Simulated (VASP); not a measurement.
# MgO (Fm-3m) in VASP: further runs

Runs on MgO. Level: PBE. Tasks: single point.

Program: VASP 6.6.1. These are calculated values, not measurements. Logs are shortened: lines on timing, memory, paths and dates and some standing lists are left out, and cuts for length are marked.

### Step 1. The cell of the first run

The structure is cubic, space group Fm-3m (No. 225). Conventional cell: a = 3.922 Å, b = 3.922 Å, c = 3.922 Å, α = 90.00°, β = 90.00°, γ = 90.00°. Within 2.6 Å of Mg (site symmetry m-3m) lie 6 O at 1.96 Å. Within 2.6 Å of O (site symmetry m-3m) lie 6 Mg at 1.96 Å.

### Step 2. Single point, PBE

Contents of INCAR:

```
SYSTEM = MgO
ALGO     = Normal         ! electronic algorithm
EDIFF    = 1E-6           ! SCF threshold, eV
ENCUT    = 520            ! plane-wave cutoff, eV
GGA      = PE             ! functional
ISIF     = 2              ! what is computed and relaxed
ISMEAR   = 0              ! smearing method
LASPH    = .True.         ! aspherical terms in the spheres
LCHARG   = .False.        ! write CHGCAR
LREAL    = .False.        ! projectors in reciprocal space
LWAVE    = .False.        ! write WAVECAR
NBANDS   = 11             ! bands
NELM     = 100            ! most SCF steps
PREC     = Accurate       ! precision mode
SIGMA    = 0.02           ! smearing width, eV
```

Contents of KPOINTS:

```
k-points
0
Gamma
  10 10 10
  0 0 0
```

Contents of POSCAR:

```
MgO
1.0
    0.0000000000      1.9610411484      1.9610411484
    1.9610411484      0.0000000000      1.9610411484
    1.9610411484      1.9610411484      0.0000000000
Mg O
1 1
Direct
    0.0000000000      0.0000000000      0.0000000000
    0.5000000000      0.5000000000      0.5000000000
```

Potentials or basis: VASP PAW PBE potentials, release 64 (Mg, O).

Started as:

```
cat potpaw_PBE.64/Mg/POTCAR potpaw_PBE.64/O/POTCAR > POTCAR
mpirun -np 1 vasp_std > vasp.out
```

OUTCAR:

```text
SYSTEM = MgO
   EDIFF = 1E-6
   ENCUT = 520
   GGA = PE
   ISIF = 2
   ISMEAR = 0
   LASPH = .True.
   LREAL = .False.
   NELM = 100
   PREC = Accurate

 ion  position               nearest neighbor table
   1  0.000  0.000  0.000-   2 1.96   2 1.96   2 1.96   2 1.96   2 1.96   2 1.96
   2  0.500  0.500  0.500-   1 1.96   1 1.96   1 1.96   1 1.96   1 1.96   1 1.96

  LATTYP: Found a face centered cubic cell.
 ALAT       =     3.9220822968

  Lattice vectors:

 A1 = (   0.0000000000,   1.9610411484,   1.9610411484)
 A2 = (   1.9610411484,   0.0000000000,   1.9610411484)
 A3 = (   1.9610411484,   1.9610411484,   0.0000000000)

Analysis of symmetry for initial positions (statically):
=====================================================================
 Subroutine PRICEL returns:
 Original cell was already a primitive cell.

 Routine SETGRP: Setting up the symmetry group for a
 face centered cubic supercell.

 Subroutine GETGRP returns: Found 48 space group operations
 (whereof 48 operations were pure point group operations)
 out of a pool of 48 trial point group operations.

The static configuration has the point symmetry O_h .

Analysis of symmetry for dynamics (positions and initial velocities):
=====================================================================
 Subroutine PRICEL returns:
 Original cell was already a primitive cell.

 Routine SETGRP: Setting up the symmetry group for a
 face centered cubic supercell.

 Subroutine GETGRP returns: Found 48 space group operations
 (whereof 48 operations were pure point group operations)
 out of a pool of 48 trial point group operations.

The dynamic configuration has the point symmetry O_h .

 Subroutine INISYM returns: Found 48 space group operations
 (whereof 48 operations are pure point group operations),
 and found     1 'primitive' translations

----------------------------------------------------------------------------------------

                                     Primitive cell

  volume of cell :      15.0831

  direct lattice vectors                    reciprocal lattice vectors
     0.000000000  1.961041148  1.961041148    -0.254966603  0.254966603  0.254966603
     1.961041148  0.000000000  1.961041148     0.254966603 -0.254966603  0.254966603
     1.961041148  1.961041148  0.000000000     0.254966603  0.254966603 -0.254966603

  length of vectors
     2.773330988  2.773330988  2.773330988     0.441615111  0.441615111  0.441615111

  position of ions in fractional coordinates (direct lattice)
     0.000000000  0.000000000  0.000000000
     0.500000000  0.500000000  0.500000000

[... 81 lines left out ...]
   NFREE  =      0    steps in history (QN), initial steepest desc. (CG)
   ISIF   =      2    stress and relaxation
   ISYM   =      2    0-nonsym 1-usesym 2-fastsym
   POTIM  = 0.5000    time-step for ionic-motion
   TEBEG  =    0.0;   TEEND  =   0.0 temperature during run
   PSTRESS=    0.0 pullay stress
   NELECT =       8.0000    total number of electrons
   NUPDOWN=      -1.0000    fix difference up-down
   EMIN   =  10.00;   EMAX   =-10.00  energy-range for DOS
   EFERMI =   0.00;   METHOD = LEGACY
   ISMEAR =     0;   SIGMA  =   0.02  broadening in eV -4-tet -1-fermi 0-gaus
   EFERMI_NEDOS =   21; number of points for ismear=-14 and -15
   IALGO  =     38    algorithm
   IMIX   =      4    mixing-type and parameters
     AMIX     =   0.40;   BMIX     =  1.00
     AMIX_MAG =   1.60;   BMIX_MAG =  1.00
  volume/ion in A,a.u.               =       7.54        50.89
  Fermi-wavevector in a.u.,A,eV,Ry     =   1.325180  2.504227 23.893209  1.756101
  Thomas-Fermi vector in A             =   2.454660
   LORBIT       =      0    0 simple, 1 ext, 2 COOP (PROOUT), +10 PAW based schemes
   GGA     = PE    functional components
   LHFCALC =     F    Hartree Fock is set to
   AEXX    =    0.0000 exact exchange contribution
   IVDW    =     0    specifies the selected vdW correction
   LEPSILON=     F    determine dielectric tensor
   LRPA    =     F    only Hartree local field effects (RPA)
 non-spin polarized calculation
 Gauss-broadening in eV      SIGMA  =   0.02
  energy-cutoff  :      520.00
  volume of cell :       15.08
 maximum number of plane-waves:       415
 NGX is ok and might be reduce to    24
   NGX = 11   NGY = 11   NGZ = 11

 number of electron       8.0000002 magnetization

 Free energy of the ion-electron system (eV)
  ---------------------------------------------------
  ext. energy  EPLUGINS =         0.00000000
  ---------------------------------------------------
  free energy    TOTEN  =       -11.28984354 eV

  energy without entropy =      -11.28984354  energy(sigma->0) =      -11.28984354

 E-fermi :   5.1482     XC(G=0): -12.1386

 val. band max:        4.9969115701   @ k =   0.0000   0.0000   0.0000
 cond. band min:      12.1045690537   @ k =   0.0000   0.0000   0.0000
 fundamental gap:      7.1076574836
 Fermi energy:         5.1481542030

 k-point     1 :       0.0000    0.0000    0.0000
  band No.  band energies     occupation
      1     -13.5141      2.00000
      2       4.9969      2.00000
      3       4.9969      2.00000
      4       4.9969      2.00000
      5      12.1046      0.00000
      6      21.9845      0.00000
      7      21.9845      0.00000
      8      21.9845      0.00000
      9      26.5085      0.00000
     10      28.5547      0.00000
     11      28.5547      0.00000
[... 309 lines left out ...]
 k-point    24 :       0.4000    0.3000    0.0000
  band No.  band energies     occupation
      1     -11.7271      2.00000
      2       0.6641      2.00000
      3       3.3535      2.00000
      4       3.6330      2.00000
      5      15.4718      0.00000
      6      17.2309      0.00000
      7      21.0616      0.00000
      8      26.1576      0.00000
      9      26.4179      0.00000
     10      32.6245      0.00000
     11      36.6260      0.00000

 [... further k-points ...]
[... 5 lines left out ...]
  --------------------------------------------------------------------------------------
  -------------------------------------------------------------------------------------
  Total        5.6181515      5.6181515      5.6181515      0.0000000      0.0000000      0.0000000
  in kB      596.7795243    596.7795243    596.7795243      0.0000000      0.0000000      0.0000000
  external PRESSURE =     596.7795243 kB  Pullay stress =       0.0000000 kB

 VOLUME and BASIS-vectors are now :
 -----------------------------------------------------------------------------
  energy-cutoff  :      520.00
  volume of cell :       15.08
      direct lattice vectors                 reciprocal lattice vectors
     0.000000000  1.961041148  1.961041148    -0.254966603  0.254966603  0.254966603
     1.961041148  0.000000000  1.961041148     0.254966603 -0.254966603  0.254966603
     1.961041148  1.961041148  0.000000000     0.254966603  0.254966603 -0.254966603

 POSITION                                       TOTAL-FORCE (eV/Angst)
 -----------------------------------------------------------------------------------
      0.00000      0.00000      0.00000         0.000000      0.000000      0.000000
      1.96104      1.96104      1.96104        -0.000000     -0.000000     -0.000000
 -----------------------------------------------------------------------------------
    total drift:                               -0.000000     -0.000000      0.000000

  FREE ENERGIE OF THE ION-ELECTRON SYSTEM (eV)
  ---------------------------------------------------
  free  energy   TOTEN  =       -11.2898435429 eV

  energy  without entropy=      -11.2898435429  energy(sigma->0) =      -11.28984354
```

OSZICAR:

```text
N       E                     dE             d eps       ncg     rms          rms(c)
DAV:   1     0.146120531606E+02    0.14612E+02   -0.49536E+03  1194   0.672E+02
DAV:   2    -0.125284796293E+02   -0.27141E+02   -0.26777E+02  1217   0.145E+02
DAV:   3    -0.129809155130E+02   -0.45244E+00   -0.45219E+00  1202   0.159E+01
DAV:   4    -0.129818627682E+02   -0.94726E-03   -0.94724E-03  1154   0.827E-01
DAV:   5    -0.129818653328E+02   -0.25646E-05   -0.25646E-05  1196   0.410E-02    0.762E+00
DAV:   6    -0.113108412837E+02    0.16710E+01   -0.76940E+00  1070   0.166E+01    0.200E+00
DAV:   7    -0.112955211355E+02    0.15320E-01   -0.80114E-02  1163   0.224E+00    0.132E+00
DAV:   8    -0.112900133753E+02    0.55078E-02   -0.16577E-02  1091   0.148E+00    0.160E-01
DAV:   9    -0.112898182641E+02    0.19511E-03   -0.40506E-04  1211   0.130E-01    0.878E-02
DAV:  10    -0.112898451943E+02   -0.26930E-04   -0.34094E-04  1124   0.134E-01    0.173E-02
DAV:  11    -0.112898436366E+02    0.15578E-05   -0.13887E-05  1187   0.262E-02    0.161E-03
DAV:  12    -0.112898435429E+02    0.93704E-07   -0.19609E-07   619   0.394E-03
   1 F= -.11289844E+02 E0= -.11289844E+02  d E =-.494386E-29
```

stdout:

```text
POSCAR found type information on POSCAR MgO
 POSCAR found :  2 types and       2 ions
 scaLAPACK will be used
 LDA part: xc-table for (Slater+PW92), standard interpolation
 POSCAR, INCAR and KPOINTS ok, starting setup
 FFT: planning ... GRIDC
 FFT: planning ... GRID_SOFT
 FFT: planning ... GRID
 WAVECAR not read
 entering main loop
```

Wall time 12 s (1 thread of AMD EPYC 7R43 (Zen 3), shared host); peak memory 0.11 GiB.

Results:

* Free energy: -11.2898 eV
* Pressure: 59.7 GPa
* Band gap on the k mesh: 7.11 eV, direct

Levels at points of the mesh, in eV from the valence-band top:
```tsv
k point	band 1	band 2	band 3	band 4	band 5	band 6	band 7	band 8	band 9
(0.00, 0.00, 0.00)	-18.51	0.00	0.00	0.00	7.11	16.99	16.99	16.99	21.51
(0.50, 0.00, 0.00)	-16.60	-5.65	-0.94	-0.94	9.34	15.16	18.63	18.63	24.44
(0.50, 0.50, 0.00)	-16.28	-5.03	-1.67	-1.67	9.28	12.52	15.56	22.51	22.51
```

### Step 3. Single point, PBE

This run uses another cell than the first one, of 8.29 Å³/atom, 1.100 times its volume.

INCAR, as its differences from that of step 2:

```diff
@@ -8,7 +8,9 @@
 LASPH    = .True.         ! aspherical terms in the spheres
-LCHARG   = .False.        ! write CHGCAR
+LCHARG   = .True.         ! write CHGCAR
+LELF     = .True.         ! ELF
 LREAL    = .False.        ! projectors in reciprocal space
+LVHAR    = .True.       
 LWAVE    = .False.        ! write WAVECAR
 NBANDS   = 11             ! bands
-NELM     = 100            ! most SCF steps
+NELM     = 80             ! most SCF steps
 PREC     = Accurate       ! precision mode
```

KPOINTS is that of step 2.

Contents of POSCAR:

```
MgO
1.0
    0.0000000000      2.0242502831      2.0242502831
    2.0242502831      0.0000000000      2.0242502831
    2.0242502831      2.0242502831      0.0000000000
Mg O
1 1
Direct
    0.0000000000      0.0000000000      0.0000000000
    0.5000000000      0.5000000000      0.5000000000
```

Potentials or basis: VASP PAW PBE potentials, release 64 (Mg, O).

Started as:

```
cat potpaw_PBE.64/Mg/POTCAR potpaw_PBE.64/O/POTCAR > POTCAR
mpirun -np 1 vasp_std > vasp.out
```

It took 15 s on 1 thread of AMD EPYC 7R43 (Zen 3), shared host; peak memory 0.11 GiB.

It converged, with:

* Free energy: -11.7005 eV
* Pressure: 29.4 GPa
* Band gap on the k mesh: 5.97 eV, direct

Levels at points of the mesh, in eV from the valence-band top:
```tsv
k point	band 1	band 2	band 3	band 4	band 5	band 6	band 7	band 8
(0.00, 0.00, 0.00)	-17.92	0.00	0.00	0.00	5.97	16.47	16.47	16.47
(0.50, 0.00, 0.00)	-16.31	-5.17	-0.80	-0.80	8.68	14.00	17.57	17.57
(0.50, 0.50, 0.00)	-16.01	-4.59	-1.52	-1.52	9.23	11.33	14.42	20.87
```
